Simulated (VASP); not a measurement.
Wanted: the native input for a VASP 6.6.1 run.

* Task: single point
* Functional: PBE
* Potentials or basis: VASP PAW PBE potentials, release 64 (Sc_sv, Nb_sv)
* Cutoff: 520 eV
* k mesh: 6 × 6 × 4
* Occupations: gaussian, width 0.1 eV
* Spin: no spin polarisation
* Dipole correction: no
* Further INCAR settings: ALGO = Fast; EDIFF = 1e-06; NBANDS = 19

The structure of ScNb lies in POSCAR:

```
ScNb
1.0
    3.0656443612      0.0000000000      0.0000000000
   -1.5328221806      2.6549258957      0.0000000000
    0.0000000000      0.0000000000      5.0721940000
Sc Nb
1 1
Direct
    0.0000000000      0.0000000000      0.0000000000
    0.3333333333      0.6666666667      0.5000000000
```

These files were run (other wordings do the same):

INCAR

```
SYSTEM = ScNb
  ALGO = Fast
  EDIFF = 1E-6
  ENCUT = 520
  GGA = PE
  ISIF = 2
  ISMEAR = 0
  LASPH = .True.
  LCHARG = .True.
  LELF = .True.
  LREAL = .False.
  LVHAR = .True.
  LWAVE = .False.
  NBANDS = 19
  NELM = 100
  PREC = Accurate
  SIGMA = 0.1
```

KPOINTS

```
k-points
0
Gamma
  6 6 4
  0 0 0
```

Potentials or basis: VASP PAW PBE potentials, release 64 (Sc_sv, Nb_sv).

Command:

```console
$ cat potpaw_PBE.64/Sc_sv/POTCAR potpaw_PBE.64/Nb_sv/POTCAR > POTCAR
$ mpirun -np 1 vasp_std > vasp.out
```

It gave:

- Pressure: -0.4 GPa
- Band gap on the k mesh: zero (band 12 reaches 7.80 eV, above the bottom of band 13 at 6.82 eV)

Caveat: the k points lie up to 0.39 Å⁻¹ apart.

Wall time 82 s on 1 thread of AMD EPYC 7R43 64-Core Processor (Zen 3), on a shared host, peak memory 0.12 GiB.
